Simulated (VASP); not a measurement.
Write the native input for VASP 6.6.1 that does the following.

```
Task                   : single point
Functional             : PBEsol
Potentials or basis    : VASP PAW PBE potentials, release 64 (Cr_pv)
Cutoff                 : 520 eV
k mesh                 : 12 × 12 × 18
Occupations            : fermi-dirac, width 0.1 eV
Spin                   : no spin polarisation
Dipole correction      : no
Further INCAR settings : ALGO = Normal; EDIFF = 1e-06; NBANDS = 25
```

The structure of Cr lies in POSCAR:

```
Cr
1.0
    4.1849578108      0.0000000000      0.0000000000
   -2.0924789054      3.6242797779      0.0000000000
    0.0000000000      0.0000000000      2.2589748583
Cr
3
Direct
    0.0000000000      1.0000000000      0.0000000000
    0.3333333333      0.6666666667      0.5000000000
    0.6666666667      0.3333333333      0.5000000000
```

This isn't the form of Cr at room conditions, which is bcc.

These files were run (other wordings do the same):

INCAR

```
SYSTEM = Cr
PREC = Accurate
ENCUT = 520
EDIFF = 1E-6
ISMEAR = -1
SIGMA = 0.1
LREAL = .FALSE.
LASPH = .TRUE.
NELM = 80
ALGO = Normal
ISIF = 2
LWAVE = .FALSE.
LCHARG = .TRUE.
GGA = PS
LELF = .TRUE.
LVHAR = .TRUE.
NBANDS = 25
```

KPOINTS

```
Automatic mesh
0
G
  12 12 18
  0 0 0
```

Potentials or basis: VASP PAW PBE potentials, release 64 (Cr_pv).

The run is started by

```bash
$ cat potpaw_PBE.64/Cr_pv/POTCAR > POTCAR
$ mpirun -np 1 vasp_std > vasp.out
```

Results of the run:

```json
{
  "Pressure": "-0.3 GPa",
  "Band gap on the k mesh": "zero (bands 18 and 19 overlap by 0.83 eV)"
}
```

Caveat: the PAW data sets were made with another functional, which shifts forces and pressure a little; the run has no spin polarisation, though such a crystal can be magnetic.

It took 68 s on 1 thread of AMD EPYC 9R45 96-Core Processor (Zen 5), with other jobs on the host, peak memory 0.21 GiB.
